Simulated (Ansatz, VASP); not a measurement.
## Ce: VASP beside Ansatz

POSCAR

```
Ce
1.0
    0.0000000000      2.3390384114      2.3390384114
    2.3390384114      0.0000000000      2.3390384114
    2.3390384114      2.3390384114      0.0000000000
Ce
1
Direct
    0.0000000000      0.0000000000      0.0000000000
```

The input INCAR.step1:

```
PREC = Accurate
ENCUT = 520
ISMEAR = -1
SIGMA = 0.01
LREAL = F
LASPH = T
NELM = 100
NBANDS = 12
GGA = PE
ALGO = Normal
EDIFF = 1E-4
LWAVE = T
LCHARG = F
```

Contents of INCAR.step2:

```
PREC = Accurate
ENCUT = 520
EDIFF = 1E-7
ISMEAR = -1
SIGMA = 0.01
LREAL = F
LASPH = T
NELM = 100
ALGO = Normal
ISIF = 2
LWAVE = F
LCHARG = T
METAGGA = R2SCAN
LMIXTAU = T
LELF = T
LVHAR = T
NBANDS = 12
ISTART = 1
```

The input KPOINTS:

```
Automatic mesh
0
Gamma
  12 12 12
```

Input for Ansatz:

```yaml
crystal:
  lattice:
    - [0.0, 2.3390384114, 2.3390384114]
    - [2.3390384114, 0.0, 2.3390384114]
    - [2.3390384114, 2.3390384114, 0.0]
  atoms:
    - { symbol: Ce, position: [0.0, 0.0, 0.0] }
hamiltonian:
  xc: r2scan
  pseudopotentials:
    kind: paw
    azcp:
      Ce: "pseudopotentials/Ce.paw.azcp"
basis:
  ecutwfc: 500
  fft_grid_basis: typed
kpoints:
  mp_grid: { grid: [12, 12, 12], shift: [0, 0, 0] }
magnetization:
  spin_polarized: false
scf:
  occupations: { method: fermi_dirac, width: 0.01 }
  lower_state_search: "off"
output:
  stress: true
```

Alike in both runs: task single point; functional r2SCAN; k mesh 12 × 12 × 12; occupations fermi-dirac, width 0.01 eV; no spin polarisation.

```csv
,VASP,Ansatz
version,VASP 6.6.1,Ansatz 0.2.0
potentials or method,"VASP PAW PBE potentials, release 64 (Ce), cutoff 520 eV","plane waves (500 eV) with PAW, scalar-relativistic"
valence electrons in the cell,12,12
```

VASP gave:

| Item | Value |
| --- | --- |
| pressure (GPa) | -0.8 |

Question: Which values does Ansatz return?

Answer: Pressure (GPa): -0.5.

VASP's potentials were made for PBE, not for r2SCAN. With one functional, cell and mesh, what is left measures potentials, basis and numerics.

Spin-orbit coupling is off throughout.
